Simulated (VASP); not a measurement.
# Cd (P6_3/mmc) in VASP: further runs, part 2 of 2

VASP 6.6.1. Earlier steps stand in the parts before.

**3. Relaxation of shape and atoms at fixed volume, PBE**

This run uses another cell than the first one, of 14.72 Å³/atom.

The input, INCAR:

```
ALGO = Normal ; EDIFF = 1E-6
EDIFFG = -0.005 ; ENCUT = 600
GGA = PE ; IBRION = 2
ISIF = 4 ; ISMEAR = -1
LASPH = True ; LCHARG = False
LREAL = False ; LWAVE = False
NELM = 80 ; NSW = 50
PREC = Accurate ; SIGMA = 0.08
```

The input, KPOINTS:

```
k-points
0
Gamma
  15 15 8
```

The input, POSCAR:

```
Cd
1.0
    2.7752797755      0.0000000000      0.0000000000
   -1.3876398878      2.4034627882      0.0000000000
    0.0000000000      0.0000000000      4.4143310084
Cd
2
Direct
    0.3333333333      0.6666666667      0.2500000000
    0.6666666667      0.3333333333      0.7500000000
```

Potentials or basis: VASP PAW PBE potentials, release 64 (Cd).

Command:

```bash
$ cat potpaw_PBE.64/Cd/POTCAR > POTCAR
$ mpirun -np 1 vasp_std > vasp.out
```

OUTCAR:

```text
EDIFF = 1E-6
   EDIFFG = -0.005
   ENCUT = 600
   GGA = PE
   IBRION = 2
   ISIF = 4
   ISMEAR = -1
   LASPH = True
   LREAL = False
   NELM = 80
   NSW = 50
   PREC = Accurate

 ion  position               nearest neighbor table
   1  0.333  0.667  0.250-   2 2.73   2 2.73   2 2.73   2 2.73   2 2.73   2 2.73
   2  0.667  0.333  0.750-   1 2.73   1 2.73   1 2.73   1 2.73   1 2.73   1 2.73

  LATTYP: Found a hexagonal cell.
 ALAT       =     2.7752797755
 C/A-ratio  =     1.5905895497

  Lattice vectors:

 A1 = (   2.7752797755,   0.0000000000,   0.0000000000)
 A2 = (  -1.3876398878,   2.4034627882,   0.0000000000)
 A3 = (   0.0000000000,   0.0000000000,   4.4143310084)

Analysis of symmetry for initial positions (statically):
=====================================================================
 Subroutine PRICEL returns:
 Original cell was already a primitive cell.

 Routine SETGRP: Setting up the symmetry group for a
 hexagonal supercell.

 Subroutine GETGRP returns: Found 24 space group operations
 (whereof 12 operations were pure point group operations)
 out of a pool of 24 trial point group operations.

The static configuration has the point symmetry D_3d.
 The point group associated with its full space group is D_6h.

Analysis of symmetry for dynamics (positions and initial velocities):
=====================================================================
 Subroutine PRICEL returns:
 Original cell was already a primitive cell.

 Routine SETGRP: Setting up the symmetry group for a
 hexagonal supercell.

 Subroutine GETGRP returns: Found 24 space group operations
 (whereof 12 operations were pure point group operations)
 out of a pool of 24 trial point group operations.

The dynamic configuration has the point symmetry D_3d.
 The point group associated with its full space group is D_6h.
[... 121 lines left out ...]
  Fermi-wavevector in a.u.,A,eV,Ry     =   1.529240  2.889844 31.818230  2.338574
  Thomas-Fermi vector in A             =   2.636888
   LORBIT       =      0    0 simple, 1 ext, 2 COOP (PROOUT), +10 PAW based schemes
   GGA     = PE    functional components
   LHFCALC =     F    Hartree Fock is set to
   AEXX    =    0.0000 exact exchange contribution
   IVDW    =     0    specifies the selected vdW correction
   LEPSILON=     F    determine dielectric tensor
   LRPA    =     F    only Hartree local field effects (RPA)
 conjugate gradient relaxation of ions
 non-spin polarized calculation
  energy-cutoff  :      600.00
  volume of cell :       29.44
 maximum number of plane-waves:      1014
 NGX is ok and might be reduce to    24
   NGX = 11   NGY = 11   NGZ = 17

--------------------------------------- Ionic step        1  -------------------------------------------

 number of electron      24.0000005 magnetization

 Free energy of the ion-electron system (eV)
  ---------------------------------------------------
  ext. energy  EPLUGINS =         0.00000000
  ---------------------------------------------------
  free energy    TOTEN  =         0.54922222 eV

  energy without entropy =        0.55463272  energy(sigma->0) =        0.55192747

------------------------ aborting loop because EDIFF is reached ----------------------------------------

  FORCE on cell =-STRESS in cart. coord.  units (eV):
  Direction    XX          YY          ZZ          XY          YZ          ZX
  --------------------------------------------------------------------------------------
  -------------------------------------------------------------------------------------
  Total       11.6711241     11.6711241     12.7749132     -0.0000000      0.0000000      0.0000000
  in kB      635.0591822    635.0591822    695.1195013     -0.0000000      0.0000000      0.0000000
  external PRESSURE =     655.0792885 kB  Pullay stress =       0.0000000 kB
[... 59 lines left out ...]
--------------------------------------- Ionic step        3  -------------------------------------------

 number of electron      24.0000004 magnetization

 Free energy of the ion-electron system (eV)
  ---------------------------------------------------
  ext. energy  EPLUGINS =         0.00000000
  ---------------------------------------------------
  free energy    TOTEN  =         0.53968124 eV

  energy without entropy =        0.54334322  energy(sigma->0) =        0.54151223

 E-fermi :   7.0943     XC(G=0): -13.2419

 val. band max:        7.0068786835   @ k =   0.2667   0.0000   0.0000
 cond. band min:       7.2680401753   @ k =   0.2000   0.1333   0.0000
 fundamental gap:      0.2611614918
 Fermi energy:         7.0943377028

 k-point     1 :       0.0000    0.0000    0.0000
  band No.  band energies     occupation
      1      -5.8757      2.00000
      2      -5.6321      2.00000
      3      -4.2933      2.00000
      4      -4.1935      2.00000
      5      -4.1935      2.00000
      6      -3.9646      2.00000
[... 433 lines left out ...]
      3      -4.8022      2.00000
      4      -4.3177      2.00000
      5      -3.9935      2.00000
      6      -3.7927      2.00000
[... 8 lines left out ...]
     15      11.5833      0.00000
     16      13.5384      0.00000

 [... further k-points ...]
[... 5 lines left out ...]
  --------------------------------------------------------------------------------------
  -------------------------------------------------------------------------------------
  Total       12.0065032     12.0065032     12.0043921     -0.0000000      0.0000000     -0.0000000
  in kB      653.3081173    653.3081173    653.1932489     -0.0000000      0.0000000     -0.0000000
  external PRESSURE =     653.2698279 kB  Pullay stress =       0.0000000 kB
[... 17 lines left out ...]
  FREE ENERGIE OF THE ION-ELECTRON SYSTEM (eV)
  ---------------------------------------------------
  free  energy   TOTEN  =         0.5396812435 eV

  energy  without entropy=        0.5433432199  energy(sigma->0) =        0.54151223

 reached required accuracy - stopping structural energy minimisation
```

OSZICAR:

```text
N       E                     dE             d eps       ncg     rms          rms(c)
DAV:   1     0.193747557702E+03    0.19375E+03   -0.15311E+04  4320   0.182E+03
DAV:   2     0.350699108182E+01   -0.19024E+03   -0.18652E+03  4360   0.422E+02
DAV:   3     0.318478470639E+00   -0.31885E+01   -0.31851E+01  5312   0.659E+01
[... 19 lines left out ...]
DAV:   1     0.539319614361E+00   -0.41228E-03   -0.18738E-02  4528   0.129E+00    0.102E-01
DAV:   2     0.539565004946E+00    0.24539E-03   -0.16202E-04  4608   0.201E-01    0.567E-02
DAV:   3     0.539683055013E+00    0.11805E-03   -0.18563E-04  4696   0.160E-01    0.172E-02
DAV:   4     0.539681145383E+00   -0.19096E-05   -0.18148E-05  4696   0.623E-02    0.852E-03
DAV:   5     0.539681243550E+00    0.98167E-07   -0.11245E-07  2312   0.600E-03
   3 F= 0.53968124E+00 E0= 0.54151223E+00  d E =-.954098E-02
```

CONTCAR:

```text
Cd
   1.00000000000000
     2.7524852662476365   -0.0000000000151671    0.0000000000000000
    -1.3762426331865429    2.3837221641322852   -0.0000000000000000
     0.0000000000000000    0.0000000000000000    4.4877476833496317
  Cd
     2
Direct
     0.3333333332999970    0.6666666667000030    0.2500000000000000
     0.6666666667000030    0.3333333332999970    0.7500000000000000

  0.00000000E+00  0.00000000E+00  0.00000000E+00
  0.00000000E+00  0.00000000E+00  0.00000000E+00
```

Run time: 1.7 min. Hardware: 1 thread of Intel Xeon 6975P-C (Granite Rapids), shared host; peak memory 0.2 GiB.

Results:

```yaml
Free_energy: 0.5397 eV
Energy_gained_by_relaxing: 4.8 meV/atom
Ionic_steps: 3
Pressure_after_relaxing: 65.3 GPa
Band_gap_on_the_k_mesh: zero (bands 12 and 13 overlap by 2.52 eV)
```

Step by step:
| step | energy change (eV) | largest force (eV/Å) | pressure (GPa) | volume (Å³) |
| --- | --- | --- | --- | --- |
| 1 | 0.0000 | 0.0000 | 65.51 | 29.44 |
| 2 | -0.0095 | 0.0000 | 65.26 | 29.44 |
| 3 | -0.0095 | 0.0000 | 65.33 | 29.44 |

Final structure:
```yaml
crystal:
  lattice:
    - [2.75249, 0.00000, 0.00000]
    - [-1.37624, 2.38372, 0.00000]
    - [0.00000, 0.00000, 4.48775]
  atoms:
    - { symbol: Cd, position: [0.33333, 0.66667, 0.25000] }
    - { symbol: Cd, position: [0.66667, 0.33333, 0.75000] }
```

The gap in the log of VASP goes by the Fermi energy; the results here count the filled bands.